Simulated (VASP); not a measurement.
Set up this calculation in VASP 6.6.1, as the native input.

```yaml
Task: single point
Functional: PBEsol
Potentials_or_basis: VASP PAW PBE potentials, release 64 (Bi_d)
Cutoff: 520 eV
k_mesh: 6 × 6 × 6
Occupations: gaussian, width 0.1 eV
Spin: no spin polarisation
Dipole_correction: no
Further_INCAR_settings: ALGO = Normal; EDIFF = 1e-06; NBANDS = 22
```

The structure of Bi lies in POSCAR:

```
Bi
1.0
    2.2598384618      1.3047183443      3.9264830633
   -2.2598384618      1.3047183443      3.9264830633
    0.0000000000     -2.6094366885      3.9264830633
Bi
2
Direct
    0.2348691721      0.2348691721      0.2348691721
    0.7651308279      0.7651308279      0.7651308279
```

These files were run (other wordings do the same):

INCAR

```
ALGO = Normal
EDIFF = 1E-6
ENCUT = 520
GGA = PS
ISIF = 2
ISMEAR = 0
LASPH = T
LCHARG = F
LREAL = F
LWAVE = F
NBANDS = 22
NELM = 60
PREC = Accurate
SIGMA = 0.1
```

KPOINTS

```
k-points
0
Gamma
  6 6 6
```

Potentials or basis: VASP PAW PBE potentials, release 64 (Bi_d).

The run is started by

```sh
$ cat potpaw_PBE.64/Bi_d/POTCAR > POTCAR
$ mpirun -np 1 vasp_std > vasp.out
```

It gave:

```
Pressure               : -0.1 GPa
Largest force          : 0.004 eV/Å
Band gap on the k mesh : zero (band 15 reaches 6.22 eV, above the bottom of band 16 at 6.04 eV)
```

Caveat: the PAW data sets were made with another functional, which shifts forces and pressure a little; spin-orbit coupling is left out, which moves the levels of the heavy elements.

Run time: 45 s on 1 thread of Intel(R) Xeon(R) Platinum 8259CL CPU @ 2.50GHz (Skylake/Cascade Lake) (shared host), peak memory 0.21 GiB.
